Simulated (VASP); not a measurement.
KTaO3, 5 atoms in the cell. The structure is cubic, space group Pm-3m (No. 221). The conventional cell has a = 3.988 Å, b = 3.988 Å, c = 3.988 Å, α = 90.00°, β = 90.00°, γ = 90.00°. K (site symmetry m-3m) has 12 O at 2.82 Å and 8 Ta at 3.45 Å within 3.7 Å. Within 2.6 Å of Ta (site symmetry m-3m) lie 6 O at 1.99 Å. Within 2.6 Å of O (site symmetry 4/mmm) lie 2 Ta at 1.99 Å. 

```yaml
Program: VASP 6.6.1
Task: electric field gradients
Functional: PBE
Potentials_or_basis: VASP PAW PBE potentials, release 64 (K_sv, Ta_pv, O)
Cutoff: 520 eV
k_mesh: 5 × 5 × 5
Occupations: fermi-dirac, width 0.01 eV
Spin: no spin polarisation
Dipole_correction: no
Further_INCAR_settings: ALGO = Normal; EDIFF = 1e-08; NBANDS = 27
```

Potentials or basis: VASP PAW PBE potentials, release 64 (K_sv, Ta_pv, O).

The run is started by

```bash
$ cat potpaw_PBE.64/K_sv/POTCAR potpaw_PBE.64/Ta_pv/POTCAR potpaw_PBE.64/O/POTCAR > POTCAR
$ mpirun -np 1 vasp_std > vasp.out
```

Hardware: 1 thread of AMD EPYC 7R43 64-Core Processor (Zen 3), on a shared host.

Problem. How long does it take, and how much memory?

Solution. Wall time 31 s on 1 thread of AMD EPYC 7R43 64-Core Processor (Zen 3), with other jobs on the host, peak memory 0.14 GiB. Counts: scf iterations 17, k points 10.
